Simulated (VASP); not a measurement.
# SiW2 (Fd-3m) in VASP: relaxation of cell and atoms with PBE

Aim: the relaxation of cell and atoms of SiW2 with PBE.

Program: VASP 6.6.1. These are calculated values, not measurements. Logs are shortened: lines on timing, memory, paths and dates and some standing lists are left out, and cuts for length are marked.

### Step 1. The cell of the first run

Symmetry: Fd-3m, No. 227, cubic system. Conventional cell: a = 7.406 Å, b = 7.406 Å, c = 7.406 Å, α = 90.00°, β = 90.00°, γ = 90.00°. Within 4.0 Å of Si (site symmetry -43m) lie 12 W at 3.07 Å and 4 Si at 3.21 Å. W (site symmetry -3m) has 6 W at 2.62 Å and 6 Si at 3.07 Å within 3.5 Å.

### Step 2. Relaxation of cell and atoms, PBE

INCAR reads:

```
  PREC = Accurate
  ENCUT = 600
  EDIFF = 1E-6
  ISMEAR = 0
  SIGMA = 0.1
  LREAL = False
  LASPH = True
  NELM = 100
  ALGO = Fast
  ISIF = 3
  LWAVE = False
  LCHARG = False
  GGA = PE
  IBRION = 2
  NSW = 100
  EDIFFG = -0.01
```

KPOINTS reads:

```
Automatic mesh
0
Gamma
  10 10 10
```

POSCAR reads:

```
SiW2
1.0
    0.0000000000      3.7029271787      3.7029271787
    3.7029271787      0.0000000000      3.7029271787
    3.7029271787      3.7029271787      0.0000000000
Si W
2 4
Direct
    0.5000000000      0.5000000000      0.5000000000
    0.7500000000      0.7500000000      0.7500000000
    0.1250000000      0.1250000000      0.1250000000
    0.6250000000      0.1250000000      0.1250000000
    0.1250000000      0.1250000000      0.6250000000
    0.1250000000      0.6250000000      0.1250000000
```

Potentials or basis: VASP PAW PBE potentials, release 64 (Si, W_sv).

Started as:

```console
cat potpaw_PBE.64/Si/POTCAR potpaw_PBE.64/W_sv/POTCAR > POTCAR
mpirun -np 1 vasp_std > vasp.out
```

OUTCAR:

```text
PREC = Accurate
   ENCUT = 600
   EDIFF = 1E-6
   ISMEAR = 0
   LREAL = False
   LASPH = True
   NELM = 100
   ISIF = 3
   GGA = PE
   IBRION = 2
   NSW = 100
   EDIFFG = -0.01

 ion  position               nearest neighbor table
   1  0.500  0.500  0.500-   3 3.07   6 3.07   3 3.07   4 3.07   3 3.07   4 3.07   6 3.07   5 3.07
                             5 3.07   4 3.07   5 3.07   6 3.07
   2  0.750  0.750  0.750-   5 3.07   3 3.07   4 3.07   6 3.07   3 3.07   4 3.07   3 3.07   6 3.07
                             5 3.07   6 3.07   5 3.07   4 3.07
   3  0.125  0.125  0.125-   4 2.62   5 2.62   6 2.62   5 2.62   6 2.62   4 2.62   1 3.07   2 3.07
                             1 3.07   2 3.07   1 3.07   2 3.07
   4  0.625  0.125  0.125-   3 2.62   5 2.62   6 2.62   3 2.62   5 2.62   6 2.62   2 3.07   1 3.07
                             2 3.07   1 3.07   1 3.07   2 3.07
   5  0.125  0.125  0.625-   3 2.62   3 2.62   4 2.62   6 2.62   6 2.62   4 2.62   1 3.07   2 3.07
                             1 3.07   2 3.07   1 3.07   2 3.07
   6  0.125  0.625  0.125-   3 2.62   5 2.62   3 2.62   4 2.62   5 2.62   4 2.62   1 3.07   2 3.07
                             1 3.07   2 3.07   1 3.07   2 3.07

  LATTYP: Found a face centered cubic cell.
 ALAT       =     7.4058543574

  Lattice vectors:

 A1 = (   0.0000000000,   3.7029271787,   3.7029271787)
 A2 = (   3.7029271787,   0.0000000000,   3.7029271787)
 A3 = (   3.7029271787,   3.7029271787,   0.0000000000)

Analysis of symmetry for initial positions (statically):
=====================================================================
 Subroutine PRICEL returns:
 Original cell was already a primitive cell.

 Routine SETGRP: Setting up the symmetry group for a
 face centered cubic supercell.

 Subroutine GETGRP returns: Found 48 space group operations
 (whereof 24 operations were pure point group operations)
 out of a pool of 48 trial point group operations.

The static configuration has the point symmetry T_d .
 The point group associated with its full space group is O_h .

Analysis of symmetry for dynamics (positions and initial velocities):
=====================================================================
 Subroutine PRICEL returns:
 Original cell was already a primitive cell.

 Routine SETGRP: Setting up the symmetry group for a
 face centered cubic supercell.

 Subroutine GETGRP returns: Found 48 space group operations
 (whereof 24 operations were pure point group operations)
 out of a pool of 48 trial point group operations.

The dynamic configuration has the point symmetry T_d .
 The point group associated with its full space group is O_h .

 Subroutine INISYM returns: Found 48 space group operations
 (whereof 24 operations are pure point group operations),
 and found     1 'primitive' translations

----------------------------------------------------------------------------------------

                                     Primitive cell

  volume of cell :     101.5466

  direct lattice vectors                    reciprocal lattice vectors
     0.000000000  3.702927179  3.702927179    -0.135028310  0.135028310  0.135028310
     3.702927179  0.000000000  3.702927179     0.135028310 -0.135028310  0.135028310
     3.702927179  3.702927179  0.000000000     0.135028310  0.135028310 -0.135028310

  length of vectors
     5.236729837  5.236729837  5.236729837     0.233875894  0.233875894  0.233875894

  position of ions in fractional coordinates (direct lattice)
     0.500000000  0.500000000  0.500000000
     0.750000000  0.750000000  0.750000000
     0.125000000  0.125000000  0.125000000
     0.625000000  0.125000000  0.125000000
     0.125000000  0.125000000  0.625000000
     0.125000000  0.625000000  0.125000000

  ion indices of the primitive-cell ions
   primitive index   ion index
                 1           1
                 2           2
                 3           3
                 4           4
                 5           5
                 6           6

----------------------------------------------------------------------------------------

 KPOINTS: Automatic mesh

Automatic generation of k-mesh.
 Grid dimensions read from file:
 generate k-points for:   10   10   10

 Generating k-lattice:

  Cartesian coordinates                     Fractional coordinates (reciprocal lattice)
    -0.013502831  0.013502831  0.013502831     0.100000000  0.000000000  0.000000000
     0.013502831 -0.013502831  0.013502831     0.000000000  0.100000000  0.000000000
     0.013502831  0.013502831 -0.013502831     0.000000000  0.000000000  0.100000000

  Length of vectors
     0.023387589  0.023387589  0.023387589

  Shift w.r.t. Gamma in fractional coordinates (k-lattice)
     0.000000000  0.000000000  0.000000000

 Subroutine IBZKPT returns following result:
 ===========================================

 Found     47 irreducible k-points:

 Following reciprocal coordinates:
            Coordinates               Weight
  0.000000  0.000000  0.000000      1.000000
  0.100000  0.000000  0.000000      8.000000
  0.200000  0.000000  0.000000      8.000000
  0.300000  0.000000  0.000000      8.000000
  0.400000  0.000000  0.000000      8.000000
  0.500000  0.000000  0.000000      4.000000
[... 16 lines left out ...]
  0.300000  0.300000  0.000000      6.000000
  0.400000  0.300000  0.000000     24.000000
 [... further k-points ...]
   k-points           NKPTS =     47   k-points in BZ     NKDIM =     47   number of bands    NBANDS=     38
   number of dos      NEDOS =    301   number of ions     NIONS =      6
   total plane-waves  NPLWV =  74088
   dimension x,y,z NGX =    42 NGY =   42 NGZ =   42
   dimension x,y,z NGXF=    84 NGYF=   84 NGZF=   84
   ions per type =               2   4
   NGX,Y,Z   is equivalent  to a cutoff of  13.33, 13.33, 13.33 a.u.
   NGXF,Y,Z  is equivalent  to a cutoff of  26.67, 26.67, 26.67 a.u.
 SYSTEM =  unknown system
   PREC   = accura    normal or accurate (medium, high low for compatibility)
   ISTART =      0    job   : 0-new  1-cont  2-samecut
   ICHARG =      2    charge: 1-file 2-atom 10-const
   ISPIN  =      1    spin polarized calculation?
   LNONCOLLINEAR =      F non collinear calculations
   LSORBIT =      F    spin-orbit coupling
   LASPH  =      T    aspherical Exc in radial PAW
   ENCUT  =  600.0 eV  44.10 Ry    6.64 a.u.  10.46 10.46 10.46*2*pi/ulx,y,z
   NELM   =    100;   NELMIN=  2; NELMDL= -5     # of ELM steps
   EDIFF  = 0.1E-05   stopping-criterion for ELM
   LREAL  =      F    real-space projection
   EDIFFG = -.1E-01   stopping-criterion for IOM
   NSW    =    100    number of steps for IOM
   IBRION =      2    ionic relax: 0-MD 1-quasi-New 2-CG
   NFREE  =      1    steps in history (QN), initial steepest desc. (CG)
   ISIF   =      3    stress and relaxation
   ISYM   =      2    0-nonsym 1-usesym 2-fastsym
   POTIM  = 0.5000    time-step for ionic-motion
   TEBEG  =    0.0;   TEEND  =   0.0 temperature during run
   PSTRESS=    0.0 pullay stress
   NELECT =      64.0000    total number of electrons
   NUPDOWN=      -1.0000    fix difference up-down
   EMIN   =  10.00;   EMAX   =-10.00  energy-range for DOS
   EFERMI =   0.00;   METHOD = LEGACY
   ISMEAR =     0;   SIGMA  =   0.10  broadening in eV -4-tet -1-fermi 0-gaus
   EFERMI_NEDOS =   21; number of points for ismear=-14 and -15
   IALGO  =     68    algorithm
   IMIX   =      4    mixing-type and parameters
     AMIX     =   0.40;   BMIX     =  1.00
     AMIX_MAG =   1.60;   BMIX_MAG =  1.00
  volume/ion in A,a.u.               =      16.92       114.21
  Fermi-wavevector in a.u.,A,eV,Ry     =   1.403610  2.652437 26.805107  1.970120
  Thomas-Fermi vector in A             =   2.526254
   LORBIT       =      0    0 simple, 1 ext, 2 COOP (PROOUT), +10 PAW based schemes
   GGA     = PE    functional components
   LHFCALC =     F    Hartree Fock is set to
   AEXX    =    0.0000 exact exchange contribution
   IVDW    =     0    specifies the selected vdW correction
   LEPSILON=     F    determine dielectric tensor
   LRPA    =     F    only Hartree local field effects (RPA)
 conjugate gradient relaxation of ions
 non-spin polarized calculation
 RMM-DIIS sequential band-by-band and
 Gauss-broadening in eV      SIGMA  =   0.10
  energy-cutoff  :      600.00
  volume of cell :      101.55
 maximum number of plane-waves:      3426
 NGX is ok and might be reduce to    42
   NGX = 21   NGY = 21   NGZ = 21

--------------------------------------- Ionic step        1  -------------------------------------------

 number of electron      63.9999989 magnetization

 Free energy of the ion-electron system (eV)
  ---------------------------------------------------
  ext. energy  EPLUGINS =         0.00000000
  ---------------------------------------------------
  free energy    TOTEN  =       -57.83012200 eV

  energy without entropy =      -57.80681905  energy(sigma->0) =      -57.81847052

------------------------ aborting loop because EDIFF is reached ----------------------------------------

  FORCE on cell =-STRESS in cart. coord.  units (eV):
  Direction    XX          YY          ZZ          XY          YZ          ZX
  --------------------------------------------------------------------------------------
  -------------------------------------------------------------------------------------
  Total        0.1641996      0.1641996      0.1641996      0.0000000      0.0000000     -0.0000000
  in kB        2.5906997      2.5906997      2.5906997      0.0000000      0.0000000     -0.0000000
  external PRESSURE =       2.5906997 kB  Pullay stress =       0.0000000 kB
[... 65 lines left out ...]
  energy  without entropy=      -57.8063805683  energy(sigma->0) =      -57.81810817

--------------------------------------- Ionic step        3  -------------------------------------------

 number of electron      63.9999989 magnetization

 Free energy of the ion-electron system (eV)
  ---------------------------------------------------
  ext. energy  EPLUGINS =         0.00000000
  ---------------------------------------------------
  free energy    TOTEN  =       -57.83023297 eV

  energy without entropy =      -57.80687449  energy(sigma->0) =      -57.81855373

 E-fermi :   9.6882     XC(G=0): -12.2858

 val. band max:        9.6810964606   @ k =   0.3000   0.0000   0.0000
 cond. band min:       9.6998423458   @ k =   0.5000   0.1000   0.0000
 fundamental gap:      0.0187458852
 Fermi energy:         9.6881920042

 k-point     1 :       0.0000    0.0000    0.0000
  band No.  band energies     occupation
      1     -64.3508      2.00000
      2     -64.1451      2.00000
      3     -64.1451      2.00000
      4     -64.1451      2.00000
      5     -29.8189      2.00000
      6     -29.0240      2.00000
[... 973 lines left out ...]
     37      12.0408      0.00000
     38      12.2356      0.00000

 [... further k-points ...]
[... 5 lines left out ...]
  --------------------------------------------------------------------------------------
  -------------------------------------------------------------------------------------
  Total        0.0283255      0.0283255      0.0283255      0.0000000      0.0000000      0.0000000
  in kB        0.4463318      0.4463318      0.4463318      0.0000000      0.0000000      0.0000000
  external PRESSURE =       0.4463318 kB  Pullay stress =       0.0000000 kB
[... 21 lines left out ...]
  FREE ENERGIE OF THE ION-ELECTRON SYSTEM (eV)
  ---------------------------------------------------
  free  energy   TOTEN  =       -57.8302329691 eV

  energy  without entropy=      -57.8068744950  energy(sigma->0) =      -57.81855373

 reached required accuracy - stopping structural energy minimisation
```

It took 16 min on 1 thread of Intel Xeon 8259CL, shared host; peak memory 0.38 GiB.

What came out:

```yaml
Free_energy: -57.8302 eV
Relaxed_volume: 16.95 Å³/atom
Relaxed_cell: a = 5.239 Å, b = 5.239 Å, c = 5.239 Å, α = 60.00°, β = 60.00°, γ = 60.00°
Space_group_after_relaxing_to_0.1_Å: Fd-3m (No. 227)
Energy_gained_by_relaxing: 0.0 meV/atom
Ionic_steps: 3
Pressure_after_relaxing: 0.0 GPa
Band_gap_on_the_k_mesh: zero (bands 32 and 33 overlap by 2.74 eV)
```

The path:
| step | energy change (eV) | largest force (eV/Å) | pressure (GPa) | volume (Å³) |
| --- | --- | --- | --- | --- |
| 1 | 0.0000 | 0.0000 | 0.26 | 101.55 |
| 2 | 0.0003 | 0.0000 | -0.44 | 101.95 |
| 3 | -0.0001 | 0.0000 | 0.04 | 101.68 |

Final structure:
```
Si W
1.0
     0.00000    3.70453    3.70453
     3.70453    0.00000    3.70453
     3.70453    3.70453    0.00000
Si W
2 4
Direct
  0.50000 0.50000 0.50000
  0.75000 0.75000 0.75000
  0.12500 0.12500 0.12500
  0.62500 0.12500 0.12500
  0.12500 0.12500 0.62500
  0.12500 0.62500 0.12500
```

Caveat: spin-orbit coupling is left out, which moves the levels of the heavy elements.
